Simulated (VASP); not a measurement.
InSe, 4 atoms in the cell. It takes space group R3m (No. 160, trigonal). Conventional cell: a = 4.000 Å, b = 4.000 Å, c = 25.320 Å, α = 90.00°, β = 90.00°, γ = 120.00°. Within 3.5 Å of In (site symmetry 3m) lie 3 Se at 2.63 Å and 1 In at 2.82 Å. Within 3.5 Å of In (site symmetry 3m) lie 3 Se at 2.64 Å and 1 In at 2.82 Å. Within 3.5 Å of Se (site symmetry 3m) lie 3 In at 2.63 Å. Se (site symmetry 3m) has 3 In at 2.64 Å within 3.5 Å. 

| Quantity | Value |
| --- | --- |
| Program | VASP 6.6.1 |
| Task | single point |
| Functional | pbesol exchange, pbe correlation |
| Potentials or basis | VASP PAW PBE potentials, release 64 (In_d, Se) |
| Cutoff | 500 eV |
| k mesh | 8 × 8 × 8 |
| Occupations | tetrahedron |
| Spin | no spin polarisation |
| Dipole correction | no |
| Further INCAR settings | ALGO = Normal; EDIFF = 1e-06; NBANDS = 27 |

Potentials or basis: VASP PAW PBE potentials, release 64 (In_d, Se).

Run with:

```bash
$ cat potpaw_PBE.64/In_d/POTCAR potpaw_PBE.64/Se/POTCAR > POTCAR
$ mpirun -np 1 vasp_std > vasp.out
```

Hardware: 1 thread of AMD EPYC 9R45 96-Core Processor (Zen 5), on a shared host.

How long does it take, and how much memory?

Wall time 7.6 min on 1 thread of AMD EPYC 9R45 96-Core Processor (Zen 5) (shared host), peak memory 0.57 GiB. Counts: scf iterations 15, k points 65.
